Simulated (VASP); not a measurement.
# Dy3TaF2 (P-6m2) in VASP: single point with PBE

Aim: the single point of Dy3TaF2 with PBE.

All numbers are computed with VASP 6.6.1; they aren't measurements. Logs are shortened: lines on timing, memory, paths and dates and some standing lists are left out, and cuts for length are marked.

## Step 1: The cell of the first run

The structure is hexagonal, space group P-6m2 (No. 187). Conventional cell: a = 5.259 Å, b = 5.259 Å, c = 5.905 Å, α = 90.00°, β = 90.00°, γ = 120.00°. Within 3.9 Å of Dy (site symmetry -6m2) lie 2 Ta at 2.95 Å and 3 Dy at 3.04 Å and 6 F at 3.30 Å. Within 3.9 Å of Dy (site symmetry -6m2) lie 2 Dy at 2.95 Å and 3 Ta at 3.04 Å and 6 F at 3.46 Å. Within 3.9 Å of Dy (site symmetry -6m2) lie 5 Dy at 2.95 to 3.04 Å and 6 F at 3.30 Å. Within 3.9 Å of Ta (site symmetry -6m2) lie 5 Dy at 2.95 to 3.04 Å and 6 F at 3.46 Å. Within 3.5 Å of F (site symmetry 3m) lie 2 F at 2.59 to 3.31 Å and 9 Dy at 3.30 to 3.46 Å and 3 Ta at 3.46 Å.

The cell was generated, and may not be a known phase.

## Step 2: Single point, PBE, collinear spin

File INCAR:

```
  PREC = Accurate
  ENCUT = 600
  EDIFF = 1E-6
  ISMEAR = 0
  SIGMA = 0.1
  LREAL = F
  LASPH = T
  NELM = 200
  ALGO = Normal
  ISIF = 2
  LWAVE = F
  LCHARG = F
  ISPIN = 2
  MAGMOM = 0 0 0 1 0 0
  LORBIT = 11
  LMAXMIX = 6
  GGA = PE
  NBANDS = 39
  GGA_COMPAT = F
```

File KPOINTS:

```
Automatic mesh
0
Gamma
  6 6 4
```

File POSCAR:

```
Dy3TaF2
1.0
    5.2591329927      0.0000000000      0.0000000000
   -2.6295664964      4.5545427736      0.0000000000
    0.0000000000      0.0000000000      5.9054666855
Dy Ta F
3 1 2
Direct
    0.6666666667      0.3333333333      0.5000000000
    0.0000000000      0.0000000000      0.0000000000
    0.0000000000      0.0000000000      0.5000000000
    0.6666666667      0.3333333333      0.0000000000
    0.3333333333      0.6666666667      0.2804171300
    0.3333333333      0.6666666667      0.7195828700
```

Potentials or basis: VASP PAW PBE potentials, release 64 (Dy_3, Ta_pv, F), 4f in core.

The run is started by

```
cat potpaw_PBE.64/Dy_3/POTCAR potpaw_PBE.64/Ta_pv/POTCAR potpaw_PBE.64/F/POTCAR > POTCAR
mpirun -np 1 vasp_std > vasp.out
```

OUTCAR:

```text
PREC = Accurate
   ENCUT = 600
   EDIFF = 1E-6
   ISMEAR = 0
   LREAL = F
   LASPH = T
   NELM = 200
   ISIF = 2
   ISPIN = 2
   LORBIT = 11
   GGA = PE

 ion  position               nearest neighbor table
   1  0.667  0.333  0.500-   4 2.95   4 2.95   3 3.04   3 3.04   3 3.04
   2  0.000  0.000  0.000-   3 2.95   3 2.95   4 3.04   4 3.04   4 3.04
   3  0.000  0.000  0.500-   2 2.95   2 2.95   1 3.04   1 3.04   1 3.04
   4  0.667  0.333  0.000-   1 2.95   1 2.95   2 3.04   2 3.04   2 3.04
   5  0.333  0.667  0.280-
   6  0.333  0.667  0.720-

  LATTYP: Found a hexagonal cell.
 ALAT       =     5.2591329927
 C/A-ratio  =     1.1228973851

  Lattice vectors:

 A1 = (   5.2591329927,   0.0000000000,   0.0000000000)
 A2 = (  -2.6295664964,   4.5545427736,   0.0000000000)
 A3 = (   0.0000000000,   0.0000000000,   5.9054666855)

Analysis of symmetry for initial positions (statically):
=====================================================================
 Subroutine PRICEL returns:
 Original cell was already a primitive cell.

 Routine SETGRP: Setting up the symmetry group for a
 hexagonal supercell.

 Subroutine GETGRP returns: Found 12 space group operations
 (whereof 12 operations were pure point group operations)
 out of a pool of 24 trial point group operations.

The static configuration has the point symmetry D_3h.

Analysis of symmetry for dynamics (positions and initial velocities):
=====================================================================
 Subroutine PRICEL returns:
 Original cell was already a primitive cell.

 Routine SETGRP: Setting up the symmetry group for a
 hexagonal supercell.

 Subroutine GETGRP returns: Found 12 space group operations
 (whereof 12 operations were pure point group operations)
 out of a pool of 24 trial point group operations.

The dynamic configuration has the point symmetry D_3h.

Analysis of structural, dynamic, and magnetic symmetry:
=====================================================================
 Subroutine PRICEL returns:
 Original cell was already a primitive cell.

 Routine SETGRP: Setting up the symmetry group for a
 hexagonal supercell.

 Subroutine GETGRP returns: Found 12 space group operations
 (whereof 12 operations were pure point group operations)
 out of a pool of 24 trial point group operations.

The overall configuration has the point symmetry D_3h.

 Subroutine INISYM returns: Found 12 space group operations
 (whereof 12 operations are pure point group operations),
 and found     1 'primitive' translations
[... 133 lines left out ...]
  volume of cell :      141.45
 maximum number of plane-waves:      4800
 NGX is ok and might be reduce to    42
   NGX = 21   NGY = 21   NGZ = 23

 number of electron      52.0000002 magnetization       0.7530712

 Free energy of the ion-electron system (eV)
  ---------------------------------------------------
  ext. energy  EPLUGINS =         0.00000000
  ---------------------------------------------------
  free energy    TOTEN  =       -27.36907621 eV

  energy without entropy =      -27.32281563  energy(sigma->0) =      -27.34594592

 E-fermi :   2.3567     XC(G=0):  -9.8229

 val. band max:        2.3561834743   @ k =   0.5000   0.0000   0.0000
 cond. band min:       2.3577397466   @ k =   0.0000   0.0000   0.5000
 fundamental gap:      0.0015562723
 Fermi energy:         2.3566885813

 spin component 1

 k-point     1 :       0.0000    0.0000    0.0000
  band No.  band energies     occupation
      1     -32.1544      1.00000
      2     -32.1544      1.00000
      3     -31.9604      1.00000
      4     -22.0019      1.00000
      5     -21.9120      1.00000
      6     -21.9120      1.00000
[... 850 lines left out ...]
     37       6.1797      0.00000
     38       6.4918      0.00000
 Fermi energy:         2.3566885813

 spin component 2

 k-point     1 :       0.0000    0.0000    0.0000
  band No.  band energies     occupation
      1     -32.1505      1.00000
      2     -32.1505      1.00000
      3     -31.9785      1.00000
      4     -21.9125      1.00000
      5     -21.7481      1.00000
      6     -21.7481      1.00000
[... 850 lines left out ...]
     37       6.2106      0.00000
     38       6.5687      0.00000
 [bands above 38 left out]

------------------------ aborting loop because EDIFF is reached ----------------------------------------

  FORCE on cell =-STRESS in cart. coord.  units (eV):
  Direction    XX          YY          ZZ          XY          YZ          ZX
  --------------------------------------------------------------------------------------
  -------------------------------------------------------------------------------------
  Total       -0.0429889     -0.0429889      0.4369404      0.0000000      0.0000000     -0.0000000
  in kB       -0.4869152     -0.4869152      4.9490251      0.0000000      0.0000000     -0.0000000
  external PRESSURE =       1.3250649 kB  Pullay stress =       0.0000000 kB

 VOLUME and BASIS-vectors are now :
 -----------------------------------------------------------------------------
  energy-cutoff  :      600.00
  volume of cell :      141.45
      direct lattice vectors                 reciprocal lattice vectors
     5.259132993  0.000000000  0.000000000     0.190145410  0.109780504  0.000000000
    -2.629566496  4.554542774  0.000000000     0.000000000  0.219561007  0.000000000
     0.000000000  0.000000000  5.905466686     0.000000000  0.000000000  0.169334627

 POSITION                                       TOTAL-FORCE (eV/Angst)
 -----------------------------------------------------------------------------------
      2.62957      1.51818      2.95273        -0.000000     -0.000000      0.000000
      0.00000      0.00000      0.00000        -0.000000      0.000000      0.000000
      0.00000      0.00000      2.95273        -0.000000      0.000000      0.000000
      2.62957      1.51818      0.00000        -0.000000      0.000000      0.000000
     -0.00000      3.03636      1.65599         0.000000      0.000000     -0.020304
     -0.00000      3.03636      4.24947         0.000000      0.000000      0.020304
 -----------------------------------------------------------------------------------
    total drift:                                0.000001     -0.000001     -0.000000

  FREE ENERGIE OF THE ION-ELECTRON SYSTEM (eV)
  ---------------------------------------------------
  free  energy   TOTEN  =       -27.3690762112 eV

  energy  without entropy=      -27.3228156341  energy(sigma->0) =      -27.34594592

 total charge

# of ion       s       p       d       tot
------------------------------------------
    1        0.458   6.304   1.289   8.052
    2        0.482   6.351   1.295   8.128
    3        0.492   6.243   1.242   7.976
    4        0.457   5.989   2.271   8.717
    5        1.743   4.228   0.000   5.970
    6        1.743   4.228   0.000   5.970
--------------------------------------------------
tot          5.374  33.343   6.097  44.814

 magnetization (x)

# of ion       s       p       d       tot
------------------------------------------
    1        0.048   0.035   0.182   0.264
    2        0.006   0.013   0.036   0.055
    3        0.044   0.040   0.256   0.340
    4       -0.000   0.002  -0.005  -0.003
    5        0.001   0.014   0.000   0.015
    6        0.001   0.014   0.000   0.015
--------------------------------------------------
tot          0.099   0.118   0.469   0.686
```

stdout:

```text
POSCAR found type information on POSCAR DyTaF
 POSCAR found :  3 types and       6 ions
 scaLAPACK will be used
 LDA part: xc-table for (Slater+PW92), standard interpolation
 POSCAR, INCAR and KPOINTS ok, starting setup
 FFT: planning ... GRIDC
 FFT: planning ... GRID_SOFT
 FFT: planning ... GRID
 WAVECAR not read
 entering main loop
```

Wall time 5.4 min (1 thread of Intel Xeon Platinum 8559C (Emerald Rapids), shared host); peak memory 0.49 GiB.

Results:

- Free energy: -27.3691 eV
- Pressure: 0.1 GPa
- Largest force: 0.020 eV/Å
- Net moment: 0.75 μB per cell
- Site moments: Dy +0.26, +0.06, +0.34; Ta -0.00; F +0.01 μB
- Valence electrons inside the program's atomic spheres: Dy 8.05, 8.13, 7.98; Ta 8.72; F 5.97

Forces on the atoms (eV/Å):
```
Dy   0.000  0.000  0.000
Dy   0.000  0.000  0.000
Dy   0.000  0.000  0.000
Ta   0.000  0.000  0.000
F    0.000  0.000 -0.020
F    0.000  0.000  0.020
```

Levels at points of the mesh, in eV from the Fermi level:
Spin up:
```
           k point  band 22  band 23  band 24  band 25  band 26  band 27  band 28  band 29  band 30  band 31
(0.00, 0.00, 0.00)    -1.32    -1.32    -0.96    -0.61    -0.17     0.57     0.57     1.45     1.45     1.86
(0.50, 0.00, 0.00)    -1.56    -1.15    -0.99    -0.56    -0.23    -0.13     0.35     0.48     0.60     0.86
(0.00, 0.00, 0.50)    -1.84    -0.12    -0.12    -0.12    -0.12     0.61     0.92     1.18     1.18     2.10
(0.50, 0.00, 0.50)    -0.69    -0.64    -0.22    -0.20    -0.19     0.05     0.09     0.90     0.92     0.95
```
Spin down:
| k point | band 22 | band 23 | band 24 | band 25 | band 26 | band 27 | band 28 | band 29 | band 30 | band 31 |
| --- | --- | --- | --- | --- | --- | --- | --- | --- | --- | --- |
| (0.00, 0.00, 0.00) | -1.24 | -1.24 | -0.88 | -0.50 | 0.17 | 0.66 | 0.66 | 1.60 | 1.60 | 1.91 |
| (0.50, 0.00, 0.00) | -1.43 | -1.08 | -0.92 | -0.44 | -0.17 | 0.00 | 0.64 | 0.67 | 0.90 | 1.16 |
| (0.00, 0.00, 0.50) | -1.58 | -0.05 | -0.05 | 0.00 | 0.00 | 0.62 | 1.15 | 1.21 | 1.21 | 2.38 |
| (0.50, 0.00, 0.50) | -0.58 | -0.50 | -0.12 | -0.09 | 0.02 | 0.15 | 0.33 | 0.94 | 0.98 | 1.24 |

Caveat: the magnetic or orbital state may not be the lowest; spin-orbit coupling is left out, which moves the levels of the heavy elements; the 4f electrons are frozen in the core, so they carry no moment and show no levels.
